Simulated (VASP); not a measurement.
Input of a VASP 6.6.1 run:

File INCAR:

```
  PREC = Accurate
  ENCUT = 520
  EDIFF = 1E-6
  ISMEAR = 0
  SIGMA = 0.1
  LREAL = False
  LASPH = True
  NELM = 60
  ALGO = Normal
  ISIF = 2
  LWAVE = False
  LCHARG = False
  GGA = PE
  NBANDS = 31
```

Contents of KPOINTS:

```
Automatic mesh
0
Gamma
  6 6 4
```

POSCAR

```
GaBiTe2Se
1.0
    5.3327854806      0.0000000000      0.0000000000
   -2.6663927403      4.6183276991      0.0000000000
    0.0000000000      0.0000000000      6.2955079161
Ga Bi Te Se
1 1 2 1
Direct
    0.3333333333      0.6666666667      0.5000000000
    0.6666666667      0.3333333333      0.0000000000
    0.6666666667      0.3333333333      0.5000000000
    0.3333333333      0.6666666667      0.0000000000
    0.0000000000      0.0000000000      0.5000000000
```

Potentials or basis: VASP PAW PBE potentials, release 64 (Ga_d, Bi_d, Te, Se).

The run is started by

```bash
$ cat potpaw_PBE.64/Ga_d/POTCAR potpaw_PBE.64/Bi_d/POTCAR potpaw_PBE.64/Te/POTCAR potpaw_PBE.64/Se/POTCAR > POTCAR
$ mpirun -np 1 vasp_std > vasp.out
```

Problem. Predict the band gap on the k mesh.

Solution. Zero (bands 23 and 24 overlap by 0.93 eV).

Problem. What does it give for the pressure?

Solution. 0.1 GPa.

Stress tensor (GPa, compression positive):
```
0.06 0.00 0.00
0.00 0.06 0.00
0.00 0.00 0.20
```

Caveat: spin-orbit coupling is left out, which moves the levels of the heavy elements.
